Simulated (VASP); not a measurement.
Wanted: the native input for a VASP 6.6.1 run.

```yaml
Task: single point
Functional: PBE
Potentials_or_basis: VASP PAW PBE potentials, release 64 (Al, N)
Cutoff: 520 eV
k_mesh: 10 × 10 × 10
Occupations: gaussian, width 0.05 eV
Spin: no spin polarisation
Dipole_correction: no
Further_INCAR_settings: ALGO = Normal; EDIFF = 1e-06; NBANDS = 11
```

The structure of AlN lies in POSCAR:

```
AlN
1.0
    0.0000000000      2.1839935596      2.1839935596
    2.1839935596      0.0000000000      2.1839935596
    2.1839935596      2.1839935596      0.0000000000
Al N
1 1
Direct
   -0.0080941949      0.0080941949      0.0000000000
    0.7500000000      0.7500000000      0.7500000000
```

This cell differs from its parent crystal: all Al atoms moved +0.025 Å, as atom 1 along Cartesian [1 -1 0].

The input as run:

INCAR

```
SYSTEM = AlN
PREC = Accurate ; ENCUT = 520
EDIFF = 1E-6 ; ISMEAR = 0
SIGMA = 0.05 ; LREAL = .FALSE.
LASPH = .TRUE. ; NELM = 80
ALGO = Normal ; ISIF = 2
LWAVE = .FALSE. ; LCHARG = .FALSE.
GGA = PE ; NBANDS = 11
```

KPOINTS

```
regular mesh
0
G
  10 10 10
  0 0 0
```

Potentials or basis: VASP PAW PBE potentials, release 64 (Al, N).

Launch:

```console
$ cat potpaw_PBE.64/Al/POTCAR potpaw_PBE.64/N/POTCAR > POTCAR
$ mpirun -np 1 vasp_std > vasp.out
```

It gave:

```yaml
Pressure: 4.7 GPa
Largest_force: 0.368 eV/Å
Band_gap_on_the_k_mesh: 3.25 eV (least direct gap 4.13 eV)
```

Caveat: the cell differs from its parent crystal (all Al atoms moved +0.025 Å, as atom 1 along Cartesian [1 -1 0]); the cell stands under pressure.

It took 96 s on 1 thread of AMD EPYC 7R13, on a shared host, peak memory 0.15 GiB.
